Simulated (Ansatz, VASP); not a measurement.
## Two plane-wave programs on Mg2Sn

```
Mg Sn
1.0
     0.00000    3.47423    3.47423
     3.47423    0.00000    3.47423
     3.47423    3.47423    0.00000
Mg Sn
2 1
Direct
  0.25000 0.25000 0.25000
  0.75000 0.75000 0.75000
  0.00000 0.00000 0.00000
```

Alike in both runs: task single point; functional PBE; k mesh 12 × 12 × 12; occupations gaussian, width 0.1 eV; no spin polarisation.

|  | VASP | Ansatz |
| --- | --- | --- |
| version | VASP 6.6.1 | Ansatz 0.2.0 |
| potentials or method | VASP PAW PBE potentials, release 64 (Mg, Sn_d), cutoff 600 eV | scalar-relativistic, plane waves, PAW |
| valence electrons in the cell | 18 | 34 |

Ansatz gave:

```
gap on the k mesh at the Fermi level (eV) : none
pressure (GPa)                            : -2.1
```

**Question.** Estimate VASP's values.

**Answer.** gap on the k mesh at the Fermi level (eV): none; pressure (GPa): -2.0.

A gap of «none» marks a metal or a gap that the smearing closes. With one functional, cell and mesh, what is left measures potentials, basis and numerics. VASP's potentials hold 18 valence electrons a cell and Ansatz's 34, so a difference there can come from the potentials and not from the codes.
